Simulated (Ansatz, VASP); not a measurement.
## GaN: VASP beside Ansatz

File INCAR:

```
PREC     = Accurate       # precision mode
ENCUT    = 520            # plane-wave cutoff, eV
EDIFF    = 1E-6           # SCF threshold, eV
ISMEAR   = -1             # smearing method
SIGMA    = 0.1            # smearing width, eV
LREAL    = F              # projectors in reciprocal space
LASPH    = T              # aspherical terms in the spheres
NELM     = 100            # most SCF steps
ALGO     = Normal         # electronic algorithm
ISIF     = 2              # what is computed and relaxed
LWAVE    = F              # write WAVECAR
LCHARG   = T              # write CHGCAR
GGA      = PE             # functional
LELF     = T              # ELF
LVHAR    = T            
NBANDS   = 26             # bands
```

The input KPOINTS:

```
regular mesh
0
Gamma
  13 13 7
```

Contents of POSCAR:

```
GaN
1.0
    2.7886933818      0.0000000000      0.0000000000
   -1.3943466909      2.4150793120      0.0000000000
    0.0000000000      0.0000000000      4.6360328548
Ga N
2 2
Direct
    0.3333333333      0.6666666667      0.0031511941
    0.6666666667      0.3333333333      0.5031511941
    0.3333333333      0.6666666667      0.3728488059
    0.6666666667      0.3333333333      0.8728488059
```

Input for Ansatz:

```yaml
crystal:
  lattice:
    - [2.7886933818, 0.0, 0.0]
    - [-1.3943466909, 2.415079312, 0.0]
    - [0.0, 0.0, 4.6360328548]
  atoms:
    - { symbol: Ga, position: [0.3333333333, 0.6666666667, 0.0031511941] }
    - { symbol: Ga, position: [0.6666666667, 0.3333333333, 0.5031511941] }
    - { symbol: "N", position: [0.3333333333, 0.6666666667, 0.3728488059] }
    - { symbol: "N", position: [0.6666666667, 0.3333333333, 0.8728488059] }
kpoints:
  mp_grid: { grid: [13, 13, 7] }
scf:
  occupations: { method: fermi_dirac, width: 0.1 }
hamiltonian:
  xc: pbe
  pseudopotentials: { kind: all_electron, lapw: { basis_error: 0.0005 } }
output:
  forces: true
  stress: true
  eigenvalues: true
  populations: true
```

Alike in both runs: task single point; functional PBE; k mesh 13 × 13 × 7; occupations fermi-dirac, width 0.1 eV; no spin polarisation.

|  | VASP | Ansatz |
| --- | --- | --- |
| version | VASP 6.6.1 | Ansatz 0.2.0 |
| potentials or method | VASP PAW PBE potentials, release 64 (Ga_d, N), cutoff 520 eV | all-electron LAPW, scalar-relativistic |

```tsv
	VASP	Ansatz	Ansatz less VASP
gap on the k mesh at the Fermi level (eV)	4.24	4.25	+0.008
```

Ansatz ran all-electron here, and VASP with PAW potentials.
